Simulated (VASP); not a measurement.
# Li3Os (P4/mmm) in VASP: single point with LDA

Aim: the single point of Li3Os with LDA.

Everything below comes from runs of VASP 6.6.1. Logs are shortened: lines on timing, memory, paths and dates and some standing lists are left out, and cuts for length are marked.

## Step 1: The cell of the first run

It takes space group P4/mmm (No. 123, tetragonal). The conventional cell has a = 4.570 Å, b = 4.570 Å, c = 2.448 Å, α = 90.00°, β = 90.00°, γ = 90.00°. Os (site symmetry 4/mmm) has 2 Os at 2.45 Å and 12 Li at 2.59 to 3.23 Å within 3.3 Å. Li (site symmetry mmm) has 10 Li at 2.45 to 3.23 Å and 4 Os at 2.59 Å within 3.3 Å. Within 3.3 Å of Li (site symmetry 4/mmm) lie 10 Li at 2.45 to 2.59 Å and 4 Os at 3.23 Å.

## Step 2: Single point, LDA

Input file INCAR:

```
SYSTEM = Li3Os
ALGO     = Normal         ! electronic algorithm
EDIFF    = 1E-6           ! SCF threshold, eV
ENCUT    = 880            ! plane-wave cutoff, eV
GGA      = CA             ! functional
GGA_COMPAT= .FALSE.      
ISIF     = 2              ! what is computed and relaxed
ISMEAR   = -1             ! smearing method
LASPH    = .TRUE.         ! aspherical terms in the spheres
LCHARG   = .FALSE.        ! write CHGCAR
LREAL    = .FALSE.        ! projectors in reciprocal space
LWAVE    = .FALSE.        ! write WAVECAR
NBANDS   = 35             ! bands
NELM     = 120            ! most SCF steps
PREC     = Accurate       ! precision mode
SIGMA    = 0.1            ! smearing width, eV
```

Input file KPOINTS:

```
k-points
0
G
  6 6 6
  0 0 0
```

Input file POSCAR:

```
Li3Os
1.0
   -3.2317533340      3.2317533340      2.4483530633
    3.2317533340     -3.2317533340      2.4483530633
    3.2317533340      3.2317533340     -2.4483530633
Os Li
2 6
Direct
    0.0000000000      0.0000000000      0.0000000000
    0.5000000000      0.5000000000      0.0000000000
    0.0000000000      0.0000000000      0.5000000000
    0.0000000000      0.5000000000      0.0000000000
    0.0000000000      0.5000000000      0.5000000000
    0.5000000000      0.0000000000      0.0000000000
    0.5000000000      0.0000000000      0.5000000000
    0.5000000000      0.5000000000      0.5000000000
```

Potentials or basis: VASP PAW LDA potentials, release 64 (Os_sv_GW, Li_sv).

Launch:

```bash
$ cat potpaw_LDA.64/Os_sv_GW/POTCAR potpaw_LDA.64/Li_sv/POTCAR > POTCAR
$ mpirun -np 1 vasp_std > vasp.out
```

OUTCAR:

```text
SYSTEM = Li3Os
   EDIFF = 1E-6
   ENCUT = 880
   GGA = CA
   ISIF = 2
   ISMEAR = -1
   LASPH = .TRUE.
   LREAL = .FALSE.
   NELM = 120
   PREC = Accurate

 ion  position               nearest neighbor table
   1  0.000  0.000  0.000-   2 2.45   2 2.45   4 2.59   6 2.59   8 2.59   3 2.59   4 2.59   6 2.59
                             3 2.59   8 2.59
   2  0.500  0.500  0.000-   1 2.45   1 2.45   4 2.59   6 2.59   8 2.59   8 2.59   6 2.59   4 2.59
                             3 2.59   3 2.59
   3  0.000  0.000  0.500-   8 2.45   8 2.45   5 2.59   7 2.59   1 2.59   1 2.59   5 2.59   7 2.59
                             2 2.59   2 2.59
   4  0.000  0.500  0.000-   6 2.45   6 2.45   5 2.59   1 2.59   7 2.59   5 2.59   1 2.59   2 2.59
                             2 2.59   7 2.59
   5  0.000  0.500  0.500-   7 2.45   7 2.45   6 2.59   3 2.59   8 2.59   4 2.59   3 2.59   8 2.59
                             4 2.59   6 2.59
   6  0.500  0.000  0.000-   4 2.45   4 2.45   1 2.59   5 2.59   7 2.59   7 2.59   2 2.59   1 2.59
                             2 2.59   5 2.59
   7  0.500  0.000  0.500-   5 2.45   5 2.45   3 2.59   6 2.59   8 2.59   6 2.59   8 2.59   3 2.59
                             4 2.59   4 2.59
   8  0.500  0.500  0.500-   3 2.45   3 2.45   1 2.59   5 2.59   7 2.59   2 2.59   7 2.59   5 2.59
                             2 2.59   1 2.59

  LATTYP: Found a body centered tetragonal cell.
 ALAT       =     6.4635066680
 C/A-ratio  =     0.7575928019

  Lattice vectors:

 A1 = (  -3.2317533340,   3.2317533340,   2.4483530633)
 A2 = (   3.2317533340,  -3.2317533340,   2.4483530633)
 A3 = (   3.2317533340,   3.2317533340,  -2.4483530633)

Analysis of symmetry for initial positions (statically):
=====================================================================
 Subroutine PRICEL returns following result:

  LATTYP: Found a simple tetragonal cell.
 ALAT       =     4.5703893952
 C/A-ratio  =     0.5356990076

  Lattice vectors:

 A1 = (   3.2317533340,  -3.2317533340,   0.0000000000)
 A2 = (   3.2317533340,   3.2317533340,   0.0000000000)
 A3 = (   0.0000000000,   0.0000000000,   2.4483530633)

   2 primitive cells build up your supercell.

 Routine SETGRP: Setting up the symmetry group for a
 body centered tetragonal supercell.

 Subroutine GETGRP returns: Found 16 space group operations
 (whereof 16 operations were pure point group operations)
 out of a pool of 16 trial point group operations.

The static configuration has the point symmetry D_4h.

Analysis of symmetry for dynamics (positions and initial velocities):
[... 132 lines left out ...]
   ISIF   =      2    stress and relaxation
   ISYM   =      2    0-nonsym 1-usesym 2-fastsym
   POTIM  = 0.5000    time-step for ionic-motion
   TEBEG  =    0.0;   TEEND  =   0.0 temperature during run
   PSTRESS=    0.0 pullay stress
   NELECT =      50.0000    total number of electrons
   NUPDOWN=      -1.0000    fix difference up-down
   EMIN   =  10.00;   EMAX   =-10.00  energy-range for DOS
   EFERMI =   0.00;   METHOD = LEGACY
   ISMEAR =    -1;   SIGMA  =   0.10  broadening in eV -4-tet -1-fermi 0-gaus
   EFERMI_NEDOS =   21; number of points for ismear=-14 and -15
   IALGO  =     38    algorithm
   IMIX   =      4    mixing-type and parameters
     AMIX     =   0.40;   BMIX     =  1.00
     AMIX_MAG =   1.60;   BMIX_MAG =  1.00
  volume/ion in A,a.u.               =      12.79        86.28
  Fermi-wavevector in a.u.,A,eV,Ry     =   1.289619  2.437026 22.628075  1.663117
  Thomas-Fermi vector in A             =   2.421501
   LORBIT       =      0    0 simple, 1 ext, 2 COOP (PROOUT), +10 PAW based schemes
   GGA     = CA    functional components
   LHFCALC =     F    Hartree Fock is set to
   AEXX    =    0.0000 exact exchange contribution
   IVDW    =     0    specifies the selected vdW correction
   LEPSILON=     F    determine dielectric tensor
   LRPA    =     F    only Hartree local field effects (RPA)
 non-spin polarized calculation
  energy-cutoff  :      880.00
  volume of cell :      102.28
 maximum number of plane-waves:      6107
   NGX = 25   NGY = 25   NGZ = 25

 number of electron      50.0000006 magnetization

 Free energy of the ion-electron system (eV)
  ---------------------------------------------------
  ext. energy  EPLUGINS =         0.00000000
  ---------------------------------------------------
  free energy    TOTEN  =       -38.11336951 eV

  energy without entropy =      -38.01879015  energy(sigma->0) =      -38.06607983

 E-fermi :   4.8213     XC(G=0): -10.3058

 val. band max:        4.8190025227   @ k =   0.0000   0.0000   0.0000
 cond. band min:       4.8276930050   @ k =  -0.3333  -0.3333   0.3333
 fundamental gap:      0.0086904823
 Fermi energy:         4.8212784924

 k-point     1 :       0.0000    0.0000    0.0000
  band No.  band energies     occupation
      1     -80.2738      2.00000
      2     -80.1495      2.00000
      3     -41.0342      2.00000
      4     -40.9633      2.00000
      5     -40.8953      2.00000
      6     -39.6818      2.00000
[... 901 lines left out ...]
     34      12.0915      0.00000
     35      13.6761      0.00000

 [... further k-points ...]

------------------------ aborting loop because EDIFF is reached ----------------------------------------

  FORCE on cell =-STRESS in cart. coord.  units (eV):
  Direction    XX          YY          ZZ          XY          YZ          ZX
  --------------------------------------------------------------------------------------
  -------------------------------------------------------------------------------------
  Total        0.0118040      0.0118040      0.2897368      0.0000000      0.0000000      0.0000000
  in kB        0.1848972      0.1848972      4.5384114      0.0000000      0.0000000      0.0000000
  external PRESSURE =       1.6360686 kB  Pullay stress =       0.0000000 kB

 VOLUME and BASIS-vectors are now :
 -----------------------------------------------------------------------------
  energy-cutoff  :      880.00
  volume of cell :      102.28
      direct lattice vectors                 reciprocal lattice vectors
    -3.231753334  3.231753334  2.448353063     0.000000000  0.154714778  0.204218912
     3.231753334 -3.231753334  2.448353063     0.154714778  0.000000000  0.204218912
     3.231753334  3.231753334 -2.448353063     0.154714778  0.154714778  0.000000000

 POSITION                                       TOTAL-FORCE (eV/Angst)
 -----------------------------------------------------------------------------------
      0.00000      0.00000      0.00000         0.000000      0.000000      0.000000
      0.00000      0.00000      2.44835         0.000000     -0.000000      0.000000
      1.61588      1.61588     -1.22418        -0.000000      0.000000     -0.000000
      1.61588     -1.61588      1.22418         0.000000     -0.000000      0.000000
      3.23175      0.00000      0.00000        -0.000000      0.000000      0.000000
     -1.61588      1.61588      1.22418        -0.000000     -0.000000     -0.000000
      0.00000      3.23175      0.00000        -0.000000      0.000000     -0.000000
      1.61588      1.61588      1.22418        -0.000000     -0.000000      0.000000
 -----------------------------------------------------------------------------------
    total drift:                               -0.000000     -0.000000      0.000000

  FREE ENERGIE OF THE ION-ELECTRON SYSTEM (eV)
  ---------------------------------------------------
  free  energy   TOTEN  =       -38.1133695092 eV

  energy  without entropy=      -38.0187901455  energy(sigma->0) =      -38.06607983
```

Wall time 96 s (1 thread of Intel Xeon 6975P-C (Granite Rapids), shared host); peak memory 0.39 GiB.

What came out:

```
Free energy            : -38.1134 eV
Pressure               : 0.2 GPa
Band gap on the k mesh : zero (bands 25 and 26 overlap by 2.83 eV)
```

Levels at points of the mesh, in eV from the Fermi level:
```csv
k point,band 22,band 23,band 24,band 25,band 26,band 27,band 28,band 29
"(0.00, 0.00, 0.00)",-0.63,-0.41,0.00,0.16,0.83,1.40,1.40,2.01
"(0.50, 0.00, 0.00)",-1.78,-1.52,-1.52,-1.39,-1.39,1.35,1.35,1.83
"(0.50, 0.50, 0.00)",-1.80,-0.24,0.01,1.44,1.55,1.69,1.95,2.01
"(0.50, 0.50, 0.50)",-1.30,-1.30,-1.22,0.03,0.43,1.95,1.95,1.96
```

Caveat: spin-orbit coupling is left out, which moves the levels of the heavy elements.
